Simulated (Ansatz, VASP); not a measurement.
**InAs in VASP and in Ansatz**

```xyz
2
Lattice="0.0000 2.9337 2.9337 2.9337 0.0000 2.9337 2.9337 2.9337 0.0000" Properties=species:S:1:pos:R:3 pbc="T T T"
In    2.9337    2.9337    2.9337
As    0.0000    0.0000    0.0000
```

Alike in both runs: task single point; functional PBEsol; k mesh 8 × 8 × 8; occupations fermi-dirac, width 0.05 eV; no spin polarisation.

|  | VASP | Ansatz |
| --- | --- | --- |
| version | VASP 6.6.1 | Ansatz 0.2.0 |
| potentials or method | VASP PAW PBE potentials, release 64 (In_d, As) | Ansatz PAW |
| plane-wave cutoff (eV) | 520 | 420 |
| valence electrons in the cell | 18 | 28 |

|  | VASP | Ansatz | Ansatz less VASP |
| --- | --- | --- | --- |
| gap on the k mesh at the Fermi level (eV) | none | none | - |
| pressure (GPa) | -6.0 | -6.0 | -0.06 |

VASP's potentials were made for PBE, not for PBEsol. A gap of «none» marks a metal or a gap that the smearing closes. The functional is the same, so the differences come from potentials, cutoffs and numerics. VASP's potentials hold 18 valence electrons a cell and Ansatz's 28, so a difference there can come from the potentials and not from the codes.
